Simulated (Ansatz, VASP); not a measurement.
# AlCo in VASP and in Ansatz

```xyz
2
Lattice="3.0450 0.0000 0.0000 0.0000 3.0450 0.0000 0.0000 0.0000 2.5939" Properties=species:S:1:pos:R:3 pbc="T T T"
Al    0.0000    0.0000    0.0000
Co    1.5225    1.5225    1.2969
```

Change from the starting cell: strain +0.080 along x and y, -0.080 along z, atoms carried along.

Alike in both runs: task single point; functional PBEsol; k mesh 16 × 16 × 16; occupations gaussian, width 0.15 eV; no spin polarisation.

|  | VASP | Ansatz |
| --- | --- | --- |
| version | VASP 6.6.1 | Ansatz 0.2.0 |
| potentials or method | VASP PAW PBE potentials, release 64 (Al, Co), cutoff 520 eV | scalar-relativistic, plane waves, PAW |
| valence electrons in the cell | 12 | 20 |

```csv
,VASP,Ansatz,Ansatz less VASP
gap on the k mesh at the Fermi level (eV),none,none,-
pressure (GPa),-8.3,-7.7,+0.53
"traceless stress, the component that is largest in VASP (GPa)",22.18,22.17,-0.009
```

VASP's potentials were made for PBE, not for PBEsol. A gap of «none» marks a metal or a gap that the smearing closes. VASP's potentials hold 12 valence electrons a cell and Ansatz's 20, so a difference there can come from the potentials and not from the codes.
